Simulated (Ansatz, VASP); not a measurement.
**Two plane-wave programs on CdSe**

```
Cd Se
1.0
     4.34609    0.00000    0.00000
    -2.17304    3.76382    0.00000
     0.00000    0.00000    7.08984
Cd Se
2 2
Direct
  0.66667 0.33333 0.49995
  0.33333 0.66667 0.99995
  0.66667 0.33333 0.87591
  0.33333 0.66667 0.37591
```

Alike in both runs: task single point; functional r2SCAN; k mesh 6 × 6 × 4; occupations gaussian, width 0.1 eV; no spin polarisation.

```csv
,VASP,Ansatz
version,VASP 6.6.1,Ansatz 0.2.0
potentials or method,"VASP PAW PBE potentials, release 64 (Cd, Se), cutoff 520 eV","scalar-relativistic, plane waves, PAW"
valence electrons in the cell,36,72
```

```csv
,VASP,Ansatz,Ansatz less VASP
gap on the k mesh at the Fermi level (eV),1.08,1.09,+0.005
least direct gap on the mesh (eV),1.08,1.09,+0.005
pressure (GPa),0.0,-0.2,-0.24
```

VASP's potentials were made for PBE, not for r2SCAN. With one functional, cell and mesh, what is left measures potentials, basis and numerics. VASP's potentials hold 36 valence electrons a cell and Ansatz's 72, so a difference there can come from the potentials and not from the codes.
